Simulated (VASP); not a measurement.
Write the native input for VASP 6.6.1 that does the following.

* Task: single point
* Functional: r2SCAN
* Potentials or basis: VASP PAW PBE potentials, release 64 (Ti_sv)
* Cutoff: 520 eV
* k mesh: 8 × 8 × 12
* Occupations: fermi-dirac, width 0.1 eV
* Spin: no spin polarisation
* Dipole correction: no
* Further INCAR settings: ALGO = Normal; EDIFF = 1e-06; NBANDS = 25

Crystal: Ti.

```
CELL_PARAMETERS angstrom
4.60000 0.00000 0.00000
-2.30000 3.98372 0.00000
0.00000 0.00000 2.82000
ATOMIC_POSITIONS crystal
Ti 0.00000 0.00000 0.00000
Ti 0.32706 0.65412 0.50000
Ti 0.66667 0.33333 0.50000
```

One way to write it, as run:

POSCAR

```
Ti
1.0
    4.6000000000      0.0000000000      0.0000000000
   -2.3000000000      3.9837168600      0.0000000000
    0.0000000000      0.0000000000      2.8200000000
Ti
3
Direct
    0.0000000000      0.0000000000      0.0000000000
    0.3270577869      0.6541155739      0.5000000000
    0.6666666667      0.3333333333      0.5000000000
```

INCAR.step1

```
  ALGO = Normal
  EDIFF = 1E-4
  ENCUT = 520
  GGA = PE
  ISMEAR = -1
  LASPH = T
  LCHARG = F
  LREAL = F
  LWAVE = T
  NBANDS = 25
  NELM = 100
  PREC = Accurate
  SIGMA = 0.1
```

INCAR.step2

```
  ALGO = Normal
  EDIFF = 1E-6
  ENCUT = 520
  ISIF = 2
  ISMEAR = -1
  ISTART = 1
  LASPH = T
  LCHARG = F
  LMIXTAU = T
  LREAL = F
  LWAVE = F
  METAGGA = R2SCAN
  NBANDS = 25
  NELM = 100
  PREC = Accurate
  SIGMA = 0.1
```

KPOINTS

```
k-points
0
Gamma
  8 8 12
```

Potentials or basis: VASP PAW PBE potentials, release 64 (Ti_sv).

Command:

```bash
$ cat potpaw_PBE.64/Ti_sv/POTCAR > POTCAR
$ cp INCAR.step1 INCAR
$ mpirun -np 1 vasp_std > vasp.out
$ cp INCAR.step2 INCAR
$ mpirun -np 1 vasp_std > vasp.out
```

It gave:

```yaml
Pressure: -0.8 GPa
Largest_force: 0.180 eV/Å
Band_gap_on_the_k_mesh: zero (bands 18 and 19 overlap by 0.24 eV)
```

Caveat: the PAW data sets were made with another functional, which shifts forces and pressure a little.

Run time: 15 min on 1 thread of Intel Xeon 8259CL, with other jobs on the host, peak memory 0.28 GiB.
